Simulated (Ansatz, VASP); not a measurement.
GaP in VASP and in Ansatz

```
Ga P
1.0
     0.00000    2.72525    2.72525
     2.72525    0.00000    2.72525
     2.72525    2.72525    0.00000
Ga P
1 1
Direct
  0.00000 0.00000 0.00000
  0.75000 0.75000 0.75000
```

Alike in both runs: task band structure; functional PBE; k mesh 8 × 8 × 8; occupations fermi-dirac, width 0.05 eV; no spin polarisation.

```csv
,VASP,Ansatz
version,VASP 6.6.1,Ansatz 0.2.0
potentials or method,"VASP PAW PBE potentials, release 54 (Ga_d, P)",Ansatz PAW
plane-wave cutoff (eV),520,420
valence electrons in the cell,18,18
```

|  | VASP | Ansatz | Ansatz less VASP |
| --- | --- | --- | --- |
| gap on the k mesh at the Fermi level (eV) | 1.64 | 1.64 | 0.000 |
| least direct gap on the mesh (eV) | 1.83 | 1.83 | +0.002 |
| gap along the band path (eV) | 1.59 | 1.59 | 0.000 |
| pressure (GPa) | 2.5 | 2.5 | +0.03 |

The functional is the same, so the differences come from potentials, cutoffs and numerics.

Noted on Ansatz's run: the k mesh misses the band edges, so the gap on the mesh is wider than the one along the path.
